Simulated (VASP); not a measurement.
# TiC (Fm-3m) in VASP: notebook

TiC is run at these levels: PBE; tasks: single point.

Program: VASP 6.6.1. These are calculated values, not measurements. Logs are shortened: lines on timing, memory, paths and dates and some standing lists are left out, and cuts for length are marked.

### Step 1. The cell of the first run

The structure is cubic, space group Fm-3m (No. 225). Conventional cell: a = 4.319 Å, b = 4.319 Å, c = 4.319 Å, α = 90.00°, β = 90.00°, γ = 90.00°. Within 2.9 Å of Ti (site symmetry m-3m) lie 6 C at 2.16 Å. C (site symmetry m-3m) has 6 Ti at 2.16 Å within 2.9 Å.

### Step 2. Single point, PBE

The input, INCAR:

```
ALGO = Normal
EDIFF = 1E-7
ENCUT = 520
GGA = PE
ISIF = 2
ISMEAR = 0
LASPH = True
LCHARG = True
LELF = True
LREAL = False
LVHAR = True
LWAVE = False
NBANDS = 15
NELM = 100
PREC = Accurate
SIGMA = 0.1
```

The input, KPOINTS:

```
k-points
0
Gamma
  16 16 16
```

The input, POSCAR:

```
TiC
1.0
    0.0000000000      2.1593000000      2.1593000000
    2.1593000000      0.0000000000      2.1593000000
    2.1593000000      2.1593000000      0.0000000000
Ti C
1 1
Direct
    0.0000000000      0.0000000000      0.0000000000
    0.5000000000      0.5000000000      0.5000000000
```

Potentials or basis: VASP PAW PBE potentials, release 64 (Ti_sv, C).

Started as:

```console
> cat potpaw_PBE.64/Ti_sv/POTCAR potpaw_PBE.64/C/POTCAR > POTCAR
> mpirun -np 1 vasp_std > vasp.out
```

OUTCAR:

```text
EDIFF = 1E-7
   ENCUT = 520
   GGA = PE
   ISIF = 2
   ISMEAR = 0
   LASPH = True
   LREAL = False
   NELM = 100
   PREC = Accurate

 ion  position               nearest neighbor table
   1  0.000  0.000  0.000-   2 2.16   2 2.16   2 2.16   2 2.16   2 2.16   2 2.16
   2  0.500  0.500  0.500-   1 2.16   1 2.16   1 2.16   1 2.16   1 2.16   1 2.16

  LATTYP: Found a face centered cubic cell.
 ALAT       =     4.3186000000

  Lattice vectors:

 A1 = (   0.0000000000,   2.1593000000,   2.1593000000)
 A2 = (   2.1593000000,   0.0000000000,   2.1593000000)
 A3 = (   2.1593000000,   2.1593000000,   0.0000000000)

Analysis of symmetry for initial positions (statically):
=====================================================================
 Subroutine PRICEL returns:
 Original cell was already a primitive cell.

 Routine SETGRP: Setting up the symmetry group for a
 face centered cubic supercell.

 Subroutine GETGRP returns: Found 48 space group operations
 (whereof 48 operations were pure point group operations)
 out of a pool of 48 trial point group operations.

The static configuration has the point symmetry O_h .

Analysis of symmetry for dynamics (positions and initial velocities):
=====================================================================
 Subroutine PRICEL returns:
 Original cell was already a primitive cell.

 Routine SETGRP: Setting up the symmetry group for a
 face centered cubic supercell.

 Subroutine GETGRP returns: Found 48 space group operations
 (whereof 48 operations were pure point group operations)
 out of a pool of 48 trial point group operations.

The dynamic configuration has the point symmetry O_h .

 Subroutine INISYM returns: Found 48 space group operations
 (whereof 48 operations are pure point group operations),
 and found     1 'primitive' translations

----------------------------------------------------------------------------------------

                                     Primitive cell

  volume of cell :      20.1358

  direct lattice vectors                    reciprocal lattice vectors
     0.000000000  2.159300000  2.159300000    -0.231556523  0.231556523  0.231556523
     2.159300000  0.000000000  2.159300000     0.231556523 -0.231556523  0.231556523
     2.159300000  2.159300000  0.000000000     0.231556523  0.231556523 -0.231556523

  length of vectors
     3.053711345  3.053711345  3.053711345     0.401067663  0.401067663  0.401067663

  position of ions in fractional coordinates (direct lattice)
     0.000000000  0.000000000  0.000000000
     0.500000000  0.500000000  0.500000000

  ion indices of the primitive-cell ions
   primitive index   ion index
                 1           1
                 2           2

----------------------------------------------------------------------------------------

 KPOINTS: k-points

Automatic generation of k-mesh.
 Grid dimensions read from file:
 generate k-points for:   16   16   16

 Generating k-lattice:

  Cartesian coordinates                     Fractional coordinates (reciprocal lattice)
    -0.014472283  0.014472283  0.014472283     0.062500000  0.000000000  0.000000000
     0.014472283 -0.014472283  0.014472283     0.000000000  0.062500000  0.000000000
     0.014472283  0.014472283 -0.014472283     0.000000000  0.000000000  0.062500000

  Length of vectors
     0.025066729  0.025066729  0.025066729

  Shift w.r.t. Gamma in fractional coordinates (k-lattice)
     0.000000000  0.000000000  0.000000000

 Subroutine IBZKPT returns following result:
 ===========================================

 Found    145 irreducible k-points:

 Following reciprocal coordinates:
            Coordinates               Weight
  0.000000  0.000000  0.000000      1.000000
  0.062500  0.000000  0.000000      8.000000
  0.125000  0.000000  0.000000      8.000000
  0.187500  0.000000  0.000000      8.000000
  0.250000  0.000000  0.000000      8.000000
  0.312500  0.000000  0.000000      8.000000
[... 16 lines left out ...]
 -0.125000  0.062500  0.000000     24.000000
 -0.062500  0.062500  0.000000     12.000000
 [... further k-points ...]
   k-points           NKPTS =    145   k-points in BZ     NKDIM =    145   number of bands    NBANDS=     15
   number of dos      NEDOS =    301   number of ions     NIONS =      2
   total plane-waves  NPLWV =  13824
   dimension x,y,z NGX =    24 NGY =   24 NGZ =   24
   dimension x,y,z NGXF=    48 NGYF=   48 NGZF=   48
   ions per type =               1   1
   NGX,Y,Z   is equivalent  to a cutoff of  13.07, 13.07, 13.07 a.u.
   NGXF,Y,Z  is equivalent  to a cutoff of  26.13, 26.13, 26.13 a.u.
 SYSTEM =  unknown system
   PREC   = accura    normal or accurate (medium, high low for compatibility)
   ISTART =      0    job   : 0-new  1-cont  2-samecut
   ICHARG =      2    charge: 1-file 2-atom 10-const
   ISPIN  =      1    spin polarized calculation?
   LNONCOLLINEAR =      F non collinear calculations
   LSORBIT =      F    spin-orbit coupling
   LASPH  =      T    aspherical Exc in radial PAW
   ENCUT  =  520.0 eV  38.22 Ry    6.18 a.u.   5.68  5.68  5.68*2*pi/ulx,y,z
   NELM   =    100;   NELMIN=  2; NELMDL= -5     # of ELM steps
   EDIFF  = 0.1E-06   stopping-criterion for ELM
   LREAL  =      F    real-space projection
   EDIFFG = 0.1E-05   stopping-criterion for IOM
   NSW    =      0    number of steps for IOM
   IBRION =     -1    ionic relax: 0-MD 1-quasi-New 2-CG
   NFREE  =      0    steps in history (QN), initial steepest desc. (CG)
   ISIF   =      2    stress and relaxation
   ISYM   =      2    0-nonsym 1-usesym 2-fastsym
   POTIM  = 0.5000    time-step for ionic-motion
   TEBEG  =    0.0;   TEEND  =   0.0 temperature during run
   PSTRESS=    0.0 pullay stress
   NELECT =      16.0000    total number of electrons
   NUPDOWN=      -1.0000    fix difference up-down
   EMIN   =  10.00;   EMAX   =-10.00  energy-range for DOS
   EFERMI =   0.00;   METHOD = LEGACY
   ISMEAR =     0;   SIGMA  =   0.10  broadening in eV -4-tet -1-fermi 0-gaus
   EFERMI_NEDOS =   21; number of points for ismear=-14 and -15
   IALGO  =     38    algorithm
   IMIX   =      4    mixing-type and parameters
     AMIX     =   0.40;   BMIX     =  1.00
     AMIX_MAG =   1.60;   BMIX_MAG =  1.00
  volume/ion in A,a.u.               =      10.07        67.94
  Fermi-wavevector in a.u.,A,eV,Ry     =   1.516323  2.865436 31.283015  2.299237
  Thomas-Fermi vector in A             =   2.625728
   LORBIT       =      0    0 simple, 1 ext, 2 COOP (PROOUT), +10 PAW based schemes
   GGA     = PE    functional components
   LHFCALC =     F    Hartree Fock is set to
   AEXX    =    0.0000 exact exchange contribution
   IVDW    =     0    specifies the selected vdW correction
   LEPSILON=     F    determine dielectric tensor
   LRPA    =     F    only Hartree local field effects (RPA)
 non-spin polarized calculation
 Gauss-broadening in eV      SIGMA  =   0.10
  energy-cutoff  :      520.00
  volume of cell :       20.14
 maximum number of plane-waves:       560
   NGX = 11   NGY = 11   NGZ = 11

 number of electron      16.0000002 magnetization

 Free energy of the ion-electron system (eV)
  ---------------------------------------------------
  ext. energy  EPLUGINS =         0.00000000
  ---------------------------------------------------
  free energy    TOTEN  =       -18.70757215 eV

  energy without entropy =      -18.70555612  energy(sigma->0) =      -18.70656413

 E-fermi :   9.5116     XC(G=0): -12.7441

 val. band max:        9.4901787217   @ k =   0.3125   0.2500   0.0000
 cond. band min:       9.5118901340   @ k =   0.1250   0.1250   0.0000
 fundamental gap:      0.0217114123
 Fermi energy:         9.5115842517

 k-point     1 :       0.0000    0.0000    0.0000
  band No.  band energies     occupation
      1     -47.0458      2.00000
      2     -23.0652      2.00000
      3     -23.0652      2.00000
      4     -23.0652      2.00000
      5      -2.9214      2.00000
      6      10.2142      0.00000
      7      10.2142      0.00000
      8      10.2142      0.00000
      9      11.2059      0.00000
     10      11.2059      0.00000
     11      11.2059      0.00000
     12      11.2493      0.00000
     13      11.2493      0.00000
     14      20.1310      0.00000
     15      23.5852      0.00000

 k-point     2 :       0.0625    0.0000    0.0000
  band No.  band energies     occupation
      1     -47.0429      2.00000
      2     -23.0854      2.00000
      3     -23.0671      2.00000
      4     -23.0671      2.00000
      5      -2.8319      2.00000
      6       9.7659      0.00032
      7      10.0042      0.00000
      8      10.0042      0.00000
      9      10.5525      0.00000
     10      10.5525      0.00000
     11      11.4493      0.00000
     12      12.2433      0.00000
     13      12.2433      0.00000
     14      20.2910      0.00000
     15      23.6257      0.00000

 k-point     3 :       0.1250    0.0000    0.0000
  band No.  band energies     occupation
      1     -47.0347      2.00000
      2     -23.1428      2.00000
      3     -23.0725      2.00000
      4     -23.0725      2.00000
      5      -2.5692      2.00000
      6       8.8824      2.00000
      7       9.2288      1.99994
      8       9.2288      1.99994
      9      10.6351      0.00000
     10      10.6351      0.00000
     11      11.7839      0.00000
     12      13.3160      0.00000
     13      13.3160      0.00000
     14      20.6779      0.00000
     15      23.6582      0.00000
[... 343 lines left out ...]
 k-point    23 :      -0.1250    0.0625    0.0000
  band No.  band energies     occupation
      1     -47.0287      2.00000
      2     -23.1762      2.00000
      3     -23.0914      2.00000
      4     -23.0698      2.00000
      5      -2.3734      2.00000
      6       8.3899      2.00000
      7       8.7121      2.00000
      8       8.9247      2.00000
      9      10.5250      0.00000
     10      11.0802      0.00000
     11      12.0969      0.00000
     12      13.1652      0.00000
     13      14.2923      0.00000
     14      20.9376      0.00000
     15      23.6468      0.00000

 k-point    24 :      -0.0625    0.0625    0.0000
  band No.  band energies     occupation
      1     -47.0383      2.00000
      2     -23.1134      2.00000
      3     -23.0785      2.00000
      4     -23.0664      2.00000
      5      -2.6856      2.00000
      6       9.2968      1.99761
      7       9.4836      1.30767
      8       9.4886      1.25493
      9      10.3263      0.00000
     10      10.9096      0.00000
     11      11.8019      0.00000
     12      12.3700      0.00000
     13      13.2383      0.00000
     14      20.5365      0.00000
     15      23.6659      0.00000

 [... further k-points ...]

------------------------ aborting loop because EDIFF is reached ----------------------------------------

  FORCE on cell =-STRESS in cart. coord.  units (eV):
  Direction    XX          YY          ZZ          XY          YZ          ZX
  --------------------------------------------------------------------------------------
  -------------------------------------------------------------------------------------
  Total        0.3458560      0.3458560      0.3458560      0.0000000     -0.0000000      0.0000000
  in kB       27.5192726     27.5192726     27.5192726      0.0000000     -0.0000000      0.0000000
  external PRESSURE =      27.5192726 kB  Pullay stress =       0.0000000 kB

 VOLUME and BASIS-vectors are now :
 -----------------------------------------------------------------------------
  energy-cutoff  :      520.00
  volume of cell :       20.14
      direct lattice vectors                 reciprocal lattice vectors
     0.000000000  2.159300000  2.159300000    -0.231556523  0.231556523  0.231556523
     2.159300000  0.000000000  2.159300000     0.231556523 -0.231556523  0.231556523
     2.159300000  2.159300000  0.000000000     0.231556523  0.231556523 -0.231556523

 POSITION                                       TOTAL-FORCE (eV/Angst)
 -----------------------------------------------------------------------------------
      0.00000      0.00000      0.00000         0.000000      0.000000     -0.000000
      2.15930      2.15930      2.15930        -0.000000     -0.000000      0.000000
 -----------------------------------------------------------------------------------
    total drift:                                0.000000     -0.000000     -0.000000

  FREE ENERGIE OF THE ION-ELECTRON SYSTEM (eV)
  ---------------------------------------------------
  free  energy   TOTEN  =       -18.7075721480 eV

  energy  without entropy=      -18.7055561189  energy(sigma->0) =      -18.70656413
```

It took 68 s on 1 thread of Intel Xeon 8259CL, shared host; peak memory 0.17 GiB.

What came out:

| Quantity | Value |
| --- | --- |
| Free energy | -18.7076 eV |
| Pressure | 2.8 GPa |
| Band gap on the k mesh | zero (bands 8 and 9 overlap by 1.10 eV) |

Levels at points of the mesh, in eV from the Fermi level:
```
           k point  band 5  band 6  band 7  band 8  band 9  band 10  band 11  band 12
(0.00, 0.00, 0.00)  -12.43    0.70    0.70    0.70    1.69     1.69     1.69     1.74
(0.50, 0.00, 0.00)   -8.91   -5.87   -2.92   -2.92    2.96     2.96     4.15     8.24
(0.50, 0.50, 0.00)  -10.14   -3.43   -1.64   -0.02   -0.02     2.75     3.56     3.56
```

[end of part 1 of 2]
